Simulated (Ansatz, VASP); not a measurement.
**Ta3N5: VASP beside Ansatz**

```
Ta N
1.0
     1.93891   -5.10774    0.00000
     1.93891    5.10774    0.00000
     0.00000    0.00000   10.23711
Ta N
6 10
Direct
  0.80121 0.19879 0.25000
  0.19879 0.80121 0.75000
  0.86630 0.13370 0.55929
  0.13370 0.86630 0.05929
  0.13370 0.86630 0.44071
  0.86630 0.13370 0.94071
  0.23583 0.76417 0.25000
  0.76417 0.23583 0.75000
  0.95300 0.04700 0.11993
  0.04700 0.95300 0.61993
  0.04700 0.95300 0.88007
  0.95300 0.04700 0.38007
  0.69130 0.30870 0.07329
  0.30870 0.69130 0.57329
  0.30870 0.69130 0.92671
  0.69130 0.30870 0.42671
```

Alike in both runs: functional PBEsol; k mesh 8 × 8 × 4; no spin polarisation.

Ansatz relaxed the structure, and its values are those at the end. VASP's run is a single point on that final structure, the one shown.

|  | VASP | Ansatz |
| --- | --- | --- |
| version | VASP 6.6.1 | Ansatz 0.2.0 |
| potentials or method | VASP PAW PBE potentials, release 64 (Ta_pv, N), cutoff 520 eV | scalar-relativistic, plane waves, PAW |
| occupations | gaussian, width 0.01 eV | fixed |
| valence electrons in the cell | 116 | 128 |

|  | VASP | Ansatz | Ansatz less VASP |
| --- | --- | --- | --- |
| gap on the k mesh at the Fermi level (eV) | 1.13 | 1.15 | +0.024 |
| least direct gap on the mesh (eV) | 1.39 | 1.42 | +0.023 |
| pressure (GPa) | 0.8 | 0.0 | -0.84 |
| rms of the force components (eV/Å) | 0.021 | 0.000 | -0.0205 |

VASP's potentials were made for PBE, not for PBEsol. VASP's potentials hold 116 valence electrons a cell and Ansatz's 128, so a difference there can come from the potentials and not from the codes.

Neither program's run includes spin-orbit coupling.
